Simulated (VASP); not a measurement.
# Li in VASP: relaxation of the atoms with PBEsol

Aim: the relaxation of the atoms of Li with PBEsol.

Everything below comes from runs of VASP 6.6.1. Logs are shortened: lines on timing, memory, paths and dates and some standing lists are left out, and cuts for length are marked.

## Step 1: The cell of the first run

The cell holds a slab with vacuum, 6 atoms: a = 4.850 Å, b = 4.850 Å, c = 24.950 Å, α = 90.00°, β = 90.00°, γ = 120.00°.

## Step 2: Relaxation of the atoms, PBEsol

Contents of INCAR:

```
SYSTEM = Li
PREC = Accurate
ENCUT = 520
EDIFF = 1E-7
ISMEAR = -1
SIGMA = 0.08
LREAL = .False.
LASPH = .True.
NELM = 100
ALGO = Normal
ISIF = 2
LWAVE = .False.
LCHARG = .False.
LDIPOL = .True.
IDIPOL = 3
DIPOL = 0.5 0.5 0.500
GGA = PS
IBRION = 2
NSW = 60
EDIFFG = -0.01
```

Contents of KPOINTS:

```
Automatic mesh
0
Gamma
  8 8 1
  0 0 0
```

Contents of POSCAR:

```
Li
1.0
    4.8503675482      0.0000000000      0.0000000000
   -2.4251837741      4.2005415145      0.0000000000
    0.0000000000      0.0000000000     24.9504000000
Li
6
Direct
    0.1666666665      0.3333333335      0.4007954651
    0.5000000005      0.9999999995      0.4404772790
    0.8333333335      0.6666666665      0.4801590929
    0.1666666665      0.3333333335      0.5198409068
    0.5000000005      0.9999999995      0.5595227210
    0.8333333335      0.6666666665      0.5992045349
```

Potentials or basis: VASP PAW PBE potentials, release 64 (Li_sv).

Started as:

```
$ cat potpaw_PBE.64/Li_sv/POTCAR > POTCAR
$ mpirun -np 1 vasp_std > vasp.out
```

OUTCAR:

```text
SYSTEM = Li
   PREC = Accurate
   ENCUT = 520
   EDIFF = 1E-7
   ISMEAR = -1
   LREAL = .False.
   LASPH = .True.
   NELM = 100
   ISIF = 2
   GGA = PS
   IBRION = 2
   NSW = 60
   EDIFFG = -0.01

 ion  position               nearest neighbor table
   1  0.167  0.333  0.401-
   2  0.500  1.000  0.440-
   3  0.833  0.667  0.480-
   4  0.167  0.333  0.520-
   5  0.500  1.000  0.560-
   6  0.833  0.667  0.599-

  LATTYP: Found a hexagonal cell.
 ALAT       =     4.8503675482
 C/A-ratio  =     5.1440225410

  Lattice vectors:

 A1 = (   4.8503675482,   0.0000000000,   0.0000000000)
 A2 = (  -2.4251837741,   4.2005415145,   0.0000000000)
 A3 = (   0.0000000000,   0.0000000000,  24.9504000000)

Analysis of symmetry for initial positions (statically):
=====================================================================
 Subroutine PRICEL returns:
 Original cell was already a primitive cell.

 Routine SETGRP: Setting up the symmetry group for a
 hexagonal supercell.

 Subroutine GETGRP returns: Found 12 space group operations
 (whereof  4 operations were pure point group operations)
 out of a pool of 24 trial point group operations.

The static configuration has the point symmetry C_2h.
 The point group associated with its full space group is D_3d.

Analysis of symmetry for dynamics (positions and initial velocities):
=====================================================================
 Subroutine PRICEL returns:
 Original cell was already a primitive cell.

 Routine SETGRP: Setting up the symmetry group for a
 hexagonal supercell.

 Subroutine GETGRP returns: Found 12 space group operations
 (whereof  4 operations were pure point group operations)
 out of a pool of 24 trial point group operations.

The dynamic configuration has the point symmetry C_2h.
 The point group associated with its full space group is D_3d.

 Subroutine INISYM returns: Found 12 space group operations
 (whereof  4 operations are pure point group operations),
 and found     1 'primitive' translations

----------------------------------------------------------------------------------------

                                     Primitive cell

  volume of cell :     508.3437

  direct lattice vectors                    reciprocal lattice vectors
[... 101 lines left out ...]
  volume/ion in A,a.u.               =      84.72       571.75
  Fermi-wavevector in a.u.,A,eV,Ry     =   0.537584  1.015887  3.932040  0.288997
  Thomas-Fermi vector in A             =   1.563425
   LORBIT       =      0    0 simple, 1 ext, 2 COOP (PROOUT), +10 PAW based schemes
   GGA     = PS    functional components
   LHFCALC =     F    Hartree Fock is set to
   AEXX    =    0.0000 exact exchange contribution
   IVDW    =     0    specifies the selected vdW correction
   LEPSILON=     F    determine dielectric tensor
   LRPA    =     F    only Hartree local field effects (RPA)
 conjugate gradient relaxation of ions
 non-spin polarized calculation
  energy-cutoff  :      520.00
  volume of cell :      508.34
 maximum number of plane-waves:     13739
 NGX is ok and might be reduce to    36
   NGX = 17   NGY = 17   NGZ = 93

--------------------------------------- Ionic step        1  -------------------------------------------

 number of electron      18.0000041 magnetization

 Free energy of the ion-electron system (eV)
  ---------------------------------------------------
  ext. energy  EPLUGINS =         0.00000000
  ---------------------------------------------------
  free energy    TOTEN  =       -10.35258245 eV

  energy without entropy =      -10.28351133  energy(sigma->0) =      -10.31804689

------------------------ aborting loop because EDIFF is reached ----------------------------------------

  FORCE on cell =-STRESS in cart. coord.  units (eV):
  Direction    XX          YY          ZZ          XY          YZ          ZX
  --------------------------------------------------------------------------------------
  -------------------------------------------------------------------------------------
  Total       -0.7530564     -0.7530564     -0.4232226     -0.0000000      0.0000000      0.0000000
  in kB       -2.3734529     -2.3734529     -1.3338960     -0.0000000      0.0000000      0.0000000
  external PRESSURE =      -2.0269339 kB  Pullay stress =       0.0000000 kB
[... 267 lines left out ...]
--------------------------------------- Ionic step        8  -------------------------------------------

 number of electron      18.0000040 magnetization

 dipolmoment           0.000000      0.000000      0.000000 electrons x Angstroem

 Free energy of the ion-electron system (eV)
  ---------------------------------------------------
  ext. energy  EPLUGINS =         0.00000000
  ---------------------------------------------------
  free energy    TOTEN  =       -10.37275123 eV

  energy without entropy =      -10.30701937  energy(sigma->0) =      -10.33988530

 E-fermi :  -1.9980     XC(G=0):  -2.4455

 val. band max:       -2.0025560801   @ k =   0.1250   0.1250   0.0000
 cond. band min:      -1.9171481146   @ k =   0.3750   0.2500   0.0000
 fundamental gap:      0.0854079655
 Fermi energy:        -1.9979821278

 k-point     1 :       0.0000    0.0000    0.0000
  band No.  band energies     occupation
      1     -49.0600      2.00000
      2     -49.0599      2.00000
      3     -48.2748      2.00000
      4     -48.2656      2.00000
      5     -47.8810      2.00000
      6     -47.8687      2.00000
      7      -5.1456      2.00000
      8      -3.8131      2.00000
      9      -2.3221      1.96580
     10      -0.8038      0.00000
     11       0.4893      0.00000
     12       0.6790      0.00000
     13       0.6790      0.00000
[... 132 lines left out ...]
      2     -49.0599      2.00000
      3     -48.2746      2.00000
      4     -48.2657      2.00000
      5     -47.8759      2.00000
      6     -47.8742      2.00000
      7      -3.2854      2.00000
      8      -3.2745      2.00000
      9      -2.5397      1.99771
     10      -1.9171      0.53379
     11      -1.7597      0.09676
     12      -1.0219      0.00001
     13      -0.4996      0.00000

------------------------ aborting loop because EDIFF is reached ----------------------------------------

 vacuum level on the upper side and lower side of the slab       (xc-potential included)        -0.041        -0.041

  FORCE on cell =-STRESS in cart. coord.  units (eV):
  Direction    XX          YY          ZZ          XY          YZ          ZX
  --------------------------------------------------------------------------------------
  -------------------------------------------------------------------------------------
  Total       -0.7821343     -0.7821343     -0.1576445      0.0000000      0.0000000     -0.0000000
  in kB       -2.4650997     -2.4650997     -0.4968576      0.0000000      0.0000000     -0.0000000
  external PRESSURE =      -1.8090190 kB  Pullay stress =       0.0000000 kB
[... 21 lines left out ...]
  FREE ENERGIE OF THE ION-ELECTRON SYSTEM (eV)
  ---------------------------------------------------
  free  energy   TOTEN  =       -10.3727512331 eV

  energy  without entropy=      -10.3070193743  energy(sigma->0) =      -10.33988530

 reached required accuracy - stopping structural energy minimisation

 vacuum level on the upper side and lower side of the slab         0.956         0.956
```

OSZICAR:

```text
N       E                     dE             d eps       ncg     rms          rms(c)
DAV:   1     0.497061580063E+02    0.49706E+02   -0.93343E+03   340   0.102E+03
DAV:   2     0.894492481972E+01   -0.40761E+02   -0.39853E+02   320   0.208E+02
DAV:   3    -0.731543705198E+01   -0.16260E+02   -0.16165E+02   495   0.733E+01
[... 88 lines left out ...]
DAV:   6    -0.103727505526E+02   -0.29351E-06   -0.27932E-07   339   0.323E-03    0.677E-04
DAV:   7    -0.103727508285E+02   -0.27583E-06   -0.56554E-08   225   0.153E-03    0.236E-04
DAV:   8    -0.103727510122E+02   -0.18379E-06   -0.40317E-08   220   0.131E-03    0.156E-04
DAV:   9    -0.103727511500E+02   -0.13772E-06   -0.45159E-08   220   0.106E-03    0.205E-04
DAV:  10    -0.103727512331E+02   -0.83122E-07   -0.98420E-09   200   0.654E-04
   8 F= -.10372751E+02 E0= -.10339885E+02  d E =-.267435E-03
```

CONTCAR:

```text
Li
   1.00000000000000
     4.8503675482000004    0.0000000000000000    0.0000000000000000
    -2.4251837741000002    4.2005415145000002    0.0000000000000000
     0.0000000000000000    0.0000000000000000   24.9503999999999984
  Li
     6
Direct
     0.1666666664999994    0.3333333335000006    0.4004524222300171
     0.5000000005000018    0.9999999994999982    0.4444228198985788
     0.8333333335000006    0.6666666664999994    0.4791080972437528
     0.1666666664999994    0.3333333335000006    0.5208919024562488
     0.5000000005000018    0.9999999994999982    0.5555771801014212
     0.8333333335000006    0.6666666664999994    0.5995475777699830

  0.00000000E+00  0.00000000E+00  0.00000000E+00
  0.00000000E+00  0.00000000E+00  0.00000000E+00
  0.00000000E+00  0.00000000E+00  0.00000000E+00
  0.00000000E+00  0.00000000E+00  0.00000000E+00
  0.00000000E+00  0.00000000E+00  0.00000000E+00
  0.00000000E+00  0.00000000E+00  0.00000000E+00
```

It took 14 min on 1 thread of AMD EPYC 7R13, shared host; peak memory 0.58 GiB.

What came out:

```yaml
Free_energy: -10.3728 eV
Energy_gained_by_relaxing: 3.4 meV/atom
Ionic_steps: 8
Largest_force_after_relaxing: 0.010 eV/Å
Band_gap_on_the_k_mesh: zero (bands 9 and 10 overlap by 0.45 eV)
```

Forces on the atoms (eV/Å):
```
Li   0.000  0.000  0.010
Li   0.000  0.000  0.003
Li   0.000  0.000 -0.002
Li   0.000  0.000  0.002
Li   0.000  0.000 -0.003
Li   0.000  0.000 -0.010
```

The path:
| step | energy change (eV) | largest force (eV/Å) | pressure (GPa) |
| --- | --- | --- | --- |
| 1 | 0.0000 | 0.1765 | -0.20 |
| 2 | -0.0032 | 0.1630 | -0.20 |
| 3 | -0.0113 | 0.1233 | -0.20 |
| 4 | -0.0196 | 0.0272 | -0.19 |
| 5 | -0.0199 | 0.0169 | -0.19 |
| 6 | -0.0199 | 0.0159 | -0.19 |
| 7 | -0.0200 | 0.0145 | -0.19 |
| 8 | -0.0202 | 0.0098 | -0.18 |

Final structure:
```cif
data_structure
_symmetry_space_group_name_H-M 'P 1'
_symmetry_Int_Tables_number 1
_cell_length_a 4.8504
_cell_length_b 4.8504
_cell_length_c 24.9504
_cell_angle_alpha 90.000
_cell_angle_beta 90.000
_cell_angle_gamma 120.000
_cell_volume 508.34
loop_
_atom_site_label
_atom_site_type_symbol
_atom_site_fract_x
_atom_site_fract_y
_atom_site_fract_z
_atom_site_occupancy
Li1 Li 0.16667 0.33333 0.40045 1
Li2 Li 0.50000 0.00000 0.44442 1
Li3 Li 0.83333 0.66667 0.47911 1
Li4 Li 0.16667 0.33333 0.52089 1
Li5 Li 0.50000 0.00000 0.55558 1
Li6 Li 0.83333 0.66667 0.59955 1
```

Caveat: the cutoff is under 1.25 times the usual one of these potentials, so pressure, stress and relaxed cells hold a basis-set (Pulay) error; the PAW data sets were made with another functional, which shifts forces and pressure a little.

The gap in the log of VASP goes by the Fermi energy; the results here count the filled bands.